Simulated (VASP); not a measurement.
# TiO2 (P4_2/mnm) in VASP: notebook, part 2 of 2

VASP 6.6.1. The steps go on from the part before.

## (5) Single point, PBE

This run uses another cell than the first one, of 10.44 Å³/atom, 0.982 times its volume.

INCAR reads:

```
SYSTEM = TiO2
PREC = Accurate
ENCUT = 600
EDIFF = 1E-6
ISMEAR = -1
SIGMA = 0.04
LREAL = .False.
LASPH = .True.
NELM = 120
ALGO = Normal
ISIF = 2
LWAVE = .False.
LCHARG = .False.
GGA = PE
NBANDS = 33
GGA_COMPAT = .False.
```

KPOINTS reads:

```
regular mesh
0
Gamma
  4 4 5
  0 0 0
```

POSCAR reads:

```
TiO2
1.0
    4.5998373239      0.0000000000      0.0000000000
    0.0000000000      4.5998373239      0.0000000000
    0.0000000000      0.0000000000      2.9592135600
Ti O
2 4
Direct
    0.0000000000      0.0000000000      0.5000000000
    0.5000000000      0.5000000000      0.0000000000
    0.3043213200      0.3043213200      0.5000000000
    0.1956786800      0.8043213200      0.0000000000
    0.8043213200      0.1956786800      0.0000000000
    0.6956786800      0.6956786800      0.5000000000
```

Potentials or basis: VASP PAW PBE potentials, release 64 (Ti_sv, O).

The run is started by

```
cat potpaw_PBE.64/Ti_sv/POTCAR potpaw_PBE.64/O/POTCAR > POTCAR
mpirun -np 1 vasp_std > vasp.out
```

OUTCAR:

```text
SYSTEM = TiO2
   PREC = Accurate
   ENCUT = 600
   EDIFF = 1E-6
   ISMEAR = -1
   LREAL = .False.
   LASPH = .True.
   NELM = 120
   ISIF = 2
   GGA = PE

 ion  position               nearest neighbor table
   1  0.000  0.000  0.500-   4 1.95   5 1.95   4 1.95   5 1.95   3 1.98   6 1.98
   2  0.500  0.500  0.000-   3 1.95   6 1.95   3 1.95   6 1.95   5 1.98   4 1.98
   3  0.304  0.304  0.500-   2 1.95   2 1.95   1 1.98
   4  0.196  0.804  0.000-   1 1.95   1 1.95   2 1.98
   5  0.804  0.196  0.000-   1 1.95   1 1.95   2 1.98
   6  0.696  0.696  0.500-   2 1.95   2 1.95   1 1.98
[... 848 lines left out ...]
  -------------------------------------------------------------------------------------
  Total        1.8917897      1.8917897      1.7259803      0.0000000      0.0000000      0.0000000
  in kB       48.4085618     48.4085618     44.1657043      0.0000000      0.0000000      0.0000000
  external PRESSURE =      46.9942759 kB  Pullay stress =       0.0000000 kB

 VOLUME and BASIS-vectors are now :
 -----------------------------------------------------------------------------
  energy-cutoff  :      600.00
  volume of cell :       62.61
      direct lattice vectors                 reciprocal lattice vectors
     4.599837324  0.000000000  0.000000000     0.217398993  0.000000000  0.000000000
     0.000000000  4.599837324  0.000000000     0.000000000  0.217398993  0.000000000
     0.000000000  0.000000000  2.959213560     0.000000000  0.000000000  0.337927622

 POSITION                                       TOTAL-FORCE (eV/Angst)
 -----------------------------------------------------------------------------------
      0.00000      0.00000      1.47961         0.000000     -0.000000      0.000000
      2.29992      2.29992      0.00000         0.000000     -0.000000      0.000000
      1.39983      1.39983      1.47961        -0.012582     -0.012582     -0.000000
      0.90009      3.69975      0.00000         0.012582     -0.012582      0.000000
      3.69975      0.90009      0.00000        -0.012582      0.012582      0.000000
      3.20001      3.20001      1.47961         0.012582      0.012582      0.000000
 -----------------------------------------------------------------------------------
    total drift:                                0.000000      0.000000     -0.000000

  FREE ENERGIE OF THE ION-ELECTRON SYSTEM (eV)
  ---------------------------------------------------
  free  energy   TOTEN  =       -53.6587987439 eV

  energy  without entropy=      -53.6587987439  energy(sigma->0) =      -53.65879874
```

OSZICAR:

```text
N       E                     dE             d eps       ncg     rms          rms(c)
DAV:   1     0.704042096366E+03    0.70404E+03   -0.26361E+04  1188   0.191E+03
DAV:   2     0.390920910633E+02   -0.66495E+03   -0.61684E+03  1284   0.553E+02
DAV:   3    -0.650403490734E+02   -0.10413E+03   -0.10133E+03  1639   0.200E+02
DAV:   4    -0.709141464310E+02   -0.58738E+01   -0.58618E+01  1745   0.459E+01
DAV:   5    -0.711655408067E+02   -0.25139E+00   -0.25136E+00  1622   0.758E+00    0.313E+01
DAV:   6    -0.539860566460E+02    0.17179E+02   -0.75144E+01  1559   0.885E+01    0.110E+01
DAV:   7    -0.539306820329E+02    0.55375E-01   -0.13322E+01  1470   0.328E+01    0.911E+00
DAV:   8    -0.538189553975E+02    0.11173E+00   -0.50730E-01  1457   0.516E+00    0.739E+00
DAV:   9    -0.538310288823E+02   -0.12073E-01   -0.14122E+00  1533   0.138E+01    0.372E+00
DAV:  10    -0.536690727196E+02    0.16196E+00   -0.74484E-01  1486   0.850E+00    0.926E-01
DAV:  11    -0.536603578957E+02    0.87148E-02   -0.37133E-02  1396   0.151E+00    0.500E-01
DAV:  12    -0.536595212559E+02    0.83664E-03   -0.94030E-03  1323   0.935E-01    0.218E-01
DAV:  13    -0.536588372364E+02    0.68402E-03   -0.14630E-03  1631   0.372E-01    0.576E-02
DAV:  14    -0.536588289069E+02    0.83296E-05   -0.98373E-05  1593   0.853E-02    0.468E-02
DAV:  15    -0.536587976567E+02    0.31250E-04   -0.93452E-05  1696   0.853E-02    0.270E-03
DAV:  16    -0.536587991855E+02   -0.15288E-05   -0.79823E-06  1219   0.227E-02    0.717E-03
DAV:  17    -0.536587987439E+02    0.44154E-06   -0.20206E-06  1066   0.182E-02
   1 F= -.53658799E+02 E0= -.53658799E+02  d E =-.489090E-10
```

Wall time 81 s (1 thread of Intel Xeon 8259CL, shared host); peak memory 0.2 GiB.

What came out:

| Item | Value |
| --- | --- |
| Free energy | -53.6588 eV |
| Pressure | 4.7 GPa |
| Largest force | 0.018 eV/Å |
| Band gap on the k mesh | 1.84 eV, direct |

Forces on the atoms (eV/Å):
```
Ti   0.000  0.000  0.000
Ti   0.000  0.000  0.000
O   -0.013 -0.013  0.000
O    0.013 -0.013  0.000
O   -0.013  0.013  0.000
O    0.013  0.013  0.000
```

Caveat: the k points lie up to 0.42 Å⁻¹ apart. PBE gaps usually lie below the measured ones, often by a third to a half.

## (6) Single point, PBE+U

This run uses another cell than the first one, of 10.44 Å³/atom, 0.982 times its volume.

INCAR reads:

```
SYSTEM = TiO2
ALGO = Normal ; EDIFF = 1E-6
ENCUT = 520 ; GGA = PE
ISIF = 2 ; ISMEAR = -1
LASPH = .True. ; LCHARG = .False.
LDAU = .True. ; LDAUJ = 0 0
LDAUL = 2 -1 ; LDAUPRINT = 1
LDAUTYPE = 2 ; LDAUU = 6 0
LMAXMIX = 4 ; LREAL = .False.
LWAVE = .False. ; NBANDS = 33
NELM = 150 ; PREC = Accurate
SIGMA = 0.05
```

KPOINTS reads:

```
k-points
0
Gamma
  6 6 9
  0 0 0
```

POSCAR is that of step 5.

Potentials or basis: VASP PAW PBE potentials, release 64 (Ti_sv, O).

The run is started by

```
cat potpaw_PBE.64/Ti_sv/POTCAR potpaw_PBE.64/O/POTCAR > POTCAR
mpirun -np 1 vasp_std > vasp.out
```

OUTCAR:

```text
SYSTEM = TiO2
   EDIFF = 1E-6
   ENCUT = 520
   GGA = PE
   ISIF = 2
   ISMEAR = -1
   LASPH = .True.
   LREAL = .False.
   NELM = 150
   PREC = Accurate

 ion  position               nearest neighbor table
   1  0.000  0.000  0.500-   4 1.95   5 1.95   4 1.95   5 1.95   3 1.98   6 1.98
   2  0.500  0.500  0.000-   3 1.95   6 1.95   3 1.95   6 1.95   5 1.98   4 1.98
   3  0.304  0.304  0.500-   2 1.95   2 1.95   1 1.98
   4  0.196  0.804  0.000-   1 1.95   1 1.95   2 1.98
   5  0.804  0.196  0.000-   1 1.95   1 1.95   2 1.98
   6  0.696  0.696  0.500-   2 1.95   2 1.95   1 1.98
[... 1143 lines left out ...]
  -------------------------------------------------------------------------------------
  Total        5.4026108      5.4026108      8.1717484     -0.0000000      0.0000000      0.0000000
  in kB      138.2461379    138.2461379    209.1049496     -0.0000000      0.0000000      0.0000000
  external PRESSURE =     161.8657418 kB  Pullay stress =       0.0000000 kB

 VOLUME and BASIS-vectors are now :
 -----------------------------------------------------------------------------
  energy-cutoff  :      520.00
  volume of cell :       62.61
      direct lattice vectors                 reciprocal lattice vectors
     4.599837324  0.000000000  0.000000000     0.217398993  0.000000000  0.000000000
     0.000000000  4.599837324  0.000000000     0.000000000  0.217398993  0.000000000
     0.000000000  0.000000000  2.959213560     0.000000000  0.000000000  0.337927622

 POSITION                                       TOTAL-FORCE (eV/Angst)
 -----------------------------------------------------------------------------------
      0.00000      0.00000      1.47961         0.000000      0.000000      0.000000
      2.29992      2.29992      0.00000         0.000000      0.000000      0.000000
      1.39983      1.39983      1.47961        -0.138020     -0.138020     -0.000000
      0.90009      3.69975      0.00000         0.138020     -0.138020     -0.000000
      3.69975      0.90009      0.00000        -0.138020      0.138020      0.000000
      3.20001      3.20001      1.47961         0.138020      0.138020      0.000000
 -----------------------------------------------------------------------------------
    total drift:                                0.000000      0.000000      0.000000

  FREE ENERGIE OF THE ION-ELECTRON SYSTEM (eV)
  ---------------------------------------------------
  free  energy   TOTEN  =       -45.8412947312 eV

  energy  without entropy=      -45.8412947312  energy(sigma->0) =      -45.84129473
```

OSZICAR:

```text
N       E                     dE             d eps       ncg     rms          rms(c)
DAV:   1     0.682136655179E+03    0.68214E+03   -0.24332E+04  3316   0.174E+03
DAV:   2     0.344241068547E+02   -0.64771E+03   -0.60836E+03  3569   0.528E+02
DAV:   3    -0.599978575235E+02   -0.94422E+02   -0.93109E+02  4656   0.191E+02
DAV:   4    -0.657038301245E+02   -0.57060E+01   -0.56936E+01  4871   0.443E+01
DAV:   5    -0.659385931739E+02   -0.23476E+00   -0.23473E+00  4383   0.712E+00    0.318E+01
DAV:   6    -0.450652375034E+02    0.20873E+02   -0.80637E+01  4505   0.910E+01    0.830E+00
DAV:   7    -0.458197181862E+02   -0.75448E+00   -0.10701E+01  4220   0.197E+01    0.723E+00
DAV:   8    -0.458008185236E+02    0.18900E-01   -0.13650E+00  4199   0.954E+00    0.197E+00
DAV:   9    -0.458332681226E+02   -0.32450E-01   -0.15654E-01  4798   0.311E+00    0.112E+00
DAV:  10    -0.458440092257E+02   -0.10741E-01   -0.95145E-02  3926   0.236E+00    0.392E-01
DAV:  11    -0.458415361732E+02    0.24731E-02   -0.21256E-02  3708   0.909E-01    0.194E-01
DAV:  12    -0.458415200342E+02    0.16139E-04   -0.35307E-03  4341   0.589E-01    0.163E-01
DAV:  13    -0.458412945875E+02    0.22545E-03   -0.85254E-04  4113   0.366E-01    0.175E-02
DAV:  14    -0.458412970411E+02   -0.24536E-05   -0.31445E-05  4197   0.399E-02    0.135E-02
DAV:  15    -0.458412953322E+02    0.17089E-05   -0.44661E-06  3971   0.249E-02    0.758E-03
DAV:  16    -0.458412947312E+02    0.60102E-06   -0.49632E-06  3118   0.126E-02
   1 F= -.45841295E+02 E0= -.45841295E+02  d E =-.128977E-11
```

stdout:

```text
POSCAR found type information on POSCAR TiO
 POSCAR found :  2 types and       6 ions
 scaLAPACK will be used
 LDA part: xc-table for (Slater+PW92), standard interpolation
 POSCAR, INCAR and KPOINTS ok, starting setup
 FFT: planning ... GRIDC
 FFT: planning ... GRID_SOFT
 FFT: planning ... GRID
 WAVECAR not read
 entering main loop
```

It took 2.2 min on 1 thread of AMD EPYC 7R43 (Zen 3), shared host; peak memory 0.19 GiB.

Results:

| Quantity | Value |
| --- | --- |
| Free energy | -45.8413 eV |
| Pressure | 16.2 GPa |
| Largest force | 0.195 eV/Å |
| Band gap on the k mesh | 2.63 eV, indirect (least direct gap 2.66 eV) |

Forces on the atoms (eV/Å):
```
Ti   0.000  0.000  0.000
Ti   0.000  0.000  0.000
O   -0.138 -0.138  0.000
O    0.138 -0.138  0.000
O   -0.138  0.138  0.000
O    0.138  0.138  0.000
```

Eigenvalues of the final occupation matrices:
```tsv
site	spin	trace	eigenvalues
site 1 d	1	0.76	0.07 0.09 0.09 0.24 0.27
site 1 d	2	0.76	0.07 0.09 0.09 0.24 0.27
site 2 d	1	0.76	0.07 0.09 0.09 0.24 0.27
site 2 d	2	0.76	0.07 0.09 0.09 0.24 0.27
```

## (7) Overview

| level | U | cell | k mesh | cutoff (eV) | smearing | gap on the mesh (eV) | pressure (GPa) | largest force (eV/Å) |
| --- | --- | --- | --- | --- | --- | --- | --- | --- |
| PBE | - | a = 4.639, b = 4.639, c = 2.963 Å, 6 atoms | 6 × 6 × 9 | 520 | fermi-dirac 0.05 eV | 1.84 | 1.2 | 0.04 |
| PBE | - | a = 4.640, b = 4.640, c = 2.963 Å, 6 atoms | 6 × 6 × 9 | 520 | fermi-dirac 0.05 eV | 1.84 | 1.0 | 0.04 |
| PBE | - | a = 4.643, b = 4.643, c = 2.964 Å, 6 atoms | 6 × 6 × 9 | 520 | fermi-dirac 0.05 eV | 1.83 | 0.6 | 0.03 |
| PBE | - | a = 4.600, b = 4.600, c = 2.959 Å, 6 atoms | 4 × 4 × 5 | 600 | fermi-dirac 0.04 eV | 1.84 | 4.7 | 0.02 |
| PBE+U | Ti d U = 6.0 eV | a = 4.600, b = 4.600, c = 2.959 Å, 6 atoms | 6 × 6 × 9 | 520 | fermi-dirac 0.05 eV | 2.63 | 16.2 | 0.20 |

Alike in all rows: task single point; potentials or basis VASP PAW PBE potentials, release 64 (Ti_sv, O); no spin polarisation.

Caveats: some runs use coarse meshes.

Total energies depend on the potentials used, so only differences within one code and one set of settings carry meaning.
